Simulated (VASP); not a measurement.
## LiF: relaxation of cell and atoms with PBE

LiF:

```xyz
4
Lattice="3.0609 0.0000 0.0000 -1.5305 2.6509 0.0000 0.0000 0.0000 4.8073" Properties=species:S:1:pos:R:3 pbc="T T T"
Li    0.0000    1.7672    1.8323
Li    1.5305    0.8836    4.2360
F     0.0000    1.7672    4.7777
F     1.5305    0.8836    2.3741
```

| Property | Result |
| --- | --- |
| Program | VASP 6.6.1 |
| Task | relaxation of cell and atoms |
| Functional | PBE |
| Potentials or basis | VASP PAW PBE potentials, release 64 (Li_sv, F) |
| Cutoff | 600 eV |
| k mesh | 9 × 9 × 6 |
| Occupations | gaussian, width 0.02 eV |
| Spin | no spin polarisation |
| Dipole correction | no |
| Further INCAR settings | ALGO = Normal; EDIFF = 1e-06; IBRION = 2; EDIFFG = -0.005; NSW = 100; ISIF = 3 |

The relaxed volume is 10.31 Å³/atom and the relaxed cell is a = 3.121 Å, b = 3.121 Å, c = 4.889 Å, α = 90.00°, β = 90.00°, γ = 120.00°. The space group after relaxing (to 0.05 Å) is P6_3mc (No. 186), the energy gained by relaxing is 5.3 meV/atom and the ionic steps are 3. The pressure after relaxing is 0.0 GPa. The band gap on the k mesh is 7.61 eV, direct.

The path:
| step | energy change (eV) | largest force (eV/Å) | pressure (GPa) | volume (Å³) |
| --- | --- | --- | --- | --- |
| 1 | 0.0000 | 0.0021 | 3.22 | 39.01 |
| 2 | -0.0163 | 0.0002 | 1.47 | 40.12 |
| 3 | -0.0213 | 0.0013 | -0.04 | 41.25 |

Final structure:
```xyz
4
Lattice="3.1213 0.0000 0.0000 -1.5606 2.7031 0.0000 0.0000 0.0000 4.8893" Properties=species:S:1:pos:R:3 pbc="T T T"
Li    0.0000    1.8021    1.8634
Li    1.5606    0.9010    4.3080
F     0.0000    1.8021    4.8594
F     1.5606    0.9010    2.4148
```

Levels at points of the mesh, in eV from the valence-band top:
```tsv
k point	band 6	band 7	band 8	band 9	band 10	band 11	band 12	band 13	band 14
(0.00, 0.00, 0.00)	-0.44	-0.44	-0.14	-0.14	0.00	7.61	11.84	14.91	18.28
(0.00, 0.00, 0.50)	-1.08	-0.29	-0.29	-0.29	-0.29	9.28	9.28	17.33	17.33
```

Wall time 39 s on 1 thread of Intel(R) Xeon(R) Platinum 8488C (Sapphire Rapids) (shared host), peak memory 0.16 GiB.

Caveat: the cutoff is under 1.25 times the usual one of these potentials, so pressure, stress and relaxed cells hold a basis-set (Pulay) error. A k mesh can miss the band edges.
